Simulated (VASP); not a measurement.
Wanted: the native input for a VASP 6.6.1 run.

```
Task                   : single point
Functional             : PBE
Potentials or basis    : VASP PAW PBE potentials, release 64 (Bi_d)
Cutoff                 : 520 eV
k mesh                 : 12 × 12 × 12
Occupations            : gaussian, width 0.15 eV
Spin                   : no spin polarisation
Dipole correction      : no
Further INCAR settings : ALGO = Fast; EDIFF = 1e-07; NBANDS = 22
```

The structure of Bi lies in POSCAR:

```
Bi
1.0
    2.3866496623      1.3779328250      4.1517000000
   -2.3866496623      1.3779328250      4.1517000000
    0.0000000000     -2.7558656500      4.1517000000
Bi
2
Direct
    0.2338900000      0.2338900000      0.2338900000
    0.7661100000      0.7661100000      0.7661100000
```

This cell differs from its parent crystal: strain +0.050 along x and y, +0.050 along z.

These files were run (other wordings do the same):

INCAR

```
PREC     = Accurate       # precision mode
ENCUT    = 520            # plane-wave cutoff, eV
EDIFF    = 1E-7           # SCF threshold, eV
ISMEAR   = 0              # smearing method
SIGMA    = 0.15           # smearing width, eV
LREAL    = F              # projectors in reciprocal space
LASPH    = T              # aspherical terms in the spheres
NELM     = 80             # most SCF steps
ALGO     = Fast           # electronic algorithm
ISIF     = 2              # what is computed and relaxed
LWAVE    = F              # write WAVECAR
LCHARG   = F              # write CHGCAR
GGA      = PE             # functional
NBANDS   = 22             # bands
```

KPOINTS

```
Automatic mesh
0
Gamma
  12 12 12
```

Potentials or basis: VASP PAW PBE potentials, release 64 (Bi_d).

The run is started by

```sh
$ cat potpaw_PBE.64/Bi_d/POTCAR > POTCAR
$ mpirun -np 1 vasp_std > vasp.out
```

It gave:

- Pressure: -3.7 GPa
- Largest force: 0.376 eV/Å
- Band gap on the k mesh: zero (bands 15 and 16 overlap by 0.11 eV)

Caveat: the cell differs from its parent crystal (strain +0.050 along x and y, +0.050 along z); the cell stands under tension; spin-orbit coupling is left out, which moves the levels of the heavy elements.

Run time: 16 min on 1 thread of AMD EPYC 7571 (shared host), peak memory 0.39 GiB.
